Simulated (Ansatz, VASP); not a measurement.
## GaSb: VASP beside Ansatz

Contents of INCAR:

```
SYSTEM = GaSb
ALGO = Fast ; EDIFF = 1E-7
ENCUT = 520 ; GGA = CA
ISIF = 2 ; ISMEAR = 0
LASPH = .True. ; LCHARG = .False.
LREAL = .False. ; LWAVE = .False.
NBANDS = 16 ; NELM = 80
PREC = Accurate ; SIGMA = 0.15
```

Contents of KPOINTS:

```
k-points
0
Gamma
  18 18 18
  0 0 0
```

POSCAR

```
GaSb
1.0
   -1.4939442345      2.5733623399      2.8800335176
    1.4939442345     -2.5733623399      2.8800335176
    1.4939442345      2.5733623399     -2.8800335176
Ga Sb
1 1
Direct
    0.0000000000      0.0000000000      0.0000000000
    0.5000000000      0.5000000000      0.0000000000
```

Input for Ansatz:

```yaml
crystal:
  lattice:
    - [-1.4939442345, 2.5733623399, 2.8800335176]
    - [1.4939442345, -2.5733623399, 2.8800335176]
    - [1.4939442345, 2.5733623399, -2.8800335176]
  atoms:
    - { symbol: Ga, position: [0.0, 0.0, 0.0] }
    - { symbol: Sb, position: [0.5, 0.5, 0.0] }
basis:
  ecutwfc: 420
kpoints:
  mp_grid: { grid: [18, 18, 18] }
hamiltonian:
  xc: lda
  pseudopotentials: { kind: paw, azcp: { folder: soft_1 } }
scf:
  occupations: { method: gaussian, width: 0.15 }
output:
  forces: true
  stress: true
  eigenvalues: true
```

Change from the starting cell: volume 22.144 Å^3 an atom, stretch along a over the lengths across it, relative to the relaxed cell 0.9230.

Alike in both runs: task single point; functional LDA; k mesh 18 × 18 × 18; occupations gaussian, width 0.15 eV; no spin polarisation.

|  | VASP | Ansatz |
| --- | --- | --- |
| version | VASP 6.6.1 | Ansatz 0.2.0 |
| potentials or method | VASP PAW LDA potentials, release 64 (Ga_d, Sb), cutoff 520 eV | scalar-relativistic, plane waves, PAW |
| valence electrons in the cell | 18 | 28 |

|  | VASP | Ansatz | Ansatz less VASP |
| --- | --- | --- | --- |
| gap on the k mesh at the Fermi level (eV) | none | none | - |
| pressure (GPa) | 0.6 | 0.4 | -0.21 |
| traceless stress, the component that is largest in VASP (GPa) | -3.94 | -3.88 | +0.061 |

Ansatz warns that its potentials were made for another functional, while VASP's fit it. LDA's correlation is that of Perdew and Zunger in VASP and of Perdew and Wang (1992) in Ansatz. A gap of «none» marks a metal or a gap that the smearing closes. VASP's potentials hold 18 valence electrons a cell and Ansatz's 28, so a difference there can come from the potentials and not from the codes.

Neither program's run includes spin-orbit coupling.
